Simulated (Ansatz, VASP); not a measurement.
## ScSi2O3: VASP beside Ansatz

INCAR

```
SYSTEM = ScSi2O3
PREC = Accurate
ENCUT = 600
EDIFF = 1E-6
ISMEAR = 0
SIGMA = 0.1
LREAL = .FALSE.
LASPH = .TRUE.
NELM = 100
ALGO = Normal
ISIF = 3
LWAVE = .FALSE.
LCHARG = .FALSE.
GGA = PE
IBRION = 2
NSW = 100
EDIFFG = -0.01
```

File KPOINTS:

```
regular mesh
0
G
  12 12 14
  0 0 0
```

Contents of POSCAR:

```
ScSi2O3
1.0
    5.7470844042      0.0000000000      0.0000000000
   -2.8735422021      4.9771210917      0.0000000000
    0.0000000000      0.0000000000      2.7937017987
Sc Si O
1 2 3
Direct
    0.0000000000      0.0000000000      0.5000000000
    0.3333333333      0.6666666667      0.5000000000
    0.6666666667      0.3333333333      0.5000000000
    0.3542186461      0.0000000000      0.5000000000
    0.0000000000      0.3542186461      0.5000000000
    0.6457813539      0.6457813539      0.5000000000
```

Input for Ansatz:

```yaml
crystal:
  lattice:
    - [5.7470844042, 0.0, 0.0]
    - [-2.8735422021, 4.9771210917, 0.0]
    - [0.0, 0.0, 2.7937017987]
  atoms:
    - { symbol: Sc, position: [0.0, 0.0, 0.5] }
    - { symbol: Si, position: [0.3333333333, 0.6666666667, 0.5] }
    - { symbol: Si, position: [0.6666666667, 0.3333333333, 0.5] }
    - { symbol: O, position: [0.3542186461, 0.0, 0.5] }
    - { symbol: O, position: [0.0, 0.3542186461, 0.5] }
    - { symbol: O, position: [0.6457813539, 0.6457813539, 0.5] }
basis:
  ecutwfc: 420
kpoints:
  mp_grid: { grid: [12, 12, 14] }
hamiltonian:
  xc: pbe
scf:
  occupations: { method: gaussian, width: 0.1 }
output:
  forces: true
  stress: true
  eigenvalues: true
relax:
  adjacent_minimum: "off"
  f_tol: 0.01
  max_steps: 80
  cell: { stress_tol: 0.05 }
```

Alike in both runs: task relaxation of cell and atoms; functional PBE; k mesh 12 × 12 × 14; occupations gaussian, width 0.1 eV; no spin polarisation.

```csv
,VASP,Ansatz
version,VASP 6.6.1,Ansatz 0.2.0
potentials or method,"VASP PAW PBE potentials, release 64 (Sc_sv, Si, O), cutoff 600 eV","scalar-relativistic, plane waves, PAW"
valence electrons in the cell,37,37
```

|  | VASP | Ansatz | Ansatz less VASP |
| --- | --- | --- | --- |
| gap on the k mesh at the Fermi level, each at its own relaxed structure (eV) | none | none | - |
| relaxed volume (Å³/atom) | 13.41 | 13.40 | -0.008 |
| relaxed length of the cell vector where the two differ most in proportion (Å) | 2.798 | 2.801 | +0.0028 |

A gap of «none» marks a metal or a gap that the smearing closes.
